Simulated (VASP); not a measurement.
## Y3Si2F: single point with PBE

Y3Si2F:

```
Y Si F
1.0
     7.19421    0.00000    0.00000
    -3.59710    6.23037    0.00000
     0.00000    0.00000    3.92142
Y Si F
3 2 1
Direct
  0.00000 0.50000 0.00000
  0.50000 0.00000 0.00000
  0.50000 0.50000 0.00000
  0.66667 0.33333 0.50000
  0.33333 0.66667 0.50000
  0.00000 0.00000 0.00000
```

The cell was generated, and may not be a known phase.

- Program: VASP 6.6.1
- Task: single point
- Functional: PBE
- Potentials or basis: VASP PAW PBE potentials, release 64 (Y_sv, Si, F)
- Cutoff: 520 eV
- k mesh: 6 × 6 × 10
- Occupations: gaussian, width 0.1 eV
- Spin: no spin polarisation
- Dipole correction: no
- Further INCAR settings: ALGO = Normal; EDIFF = 1e-07; NBANDS = 33

```yaml
Pressure: -0.1 GPa
Band_gap_on_the_k_mesh: zero (bands 24 and 25 overlap by 0.23 eV)
```

Levels at points of the mesh, in eV from the Fermi level:
```tsv
k point	band 22	band 23	band 24	band 25	band 26	band 27
(0.00, 0.00, 0.00)	-0.67	0.16	0.16	0.42	0.44	0.44
(0.50, 0.00, 0.00)	-0.90	-0.36	-0.14	-0.07	0.87	1.31
(0.00, 0.00, 0.50)	-0.92	-0.29	-0.29	0.18	0.18	1.11
(0.50, 0.00, 0.50)	-1.01	-1.00	-0.64	0.74	1.55	1.62
```

It took 7.2 min on 1 thread of Intel(R) Xeon(R) Platinum 8375C CPU @ 2.90GHz (Ice Lake), with other jobs on the host, peak memory 0.42 GiB.

Caveat: semilocal functionals underestimate gaps, and a narrow one can read as zero.
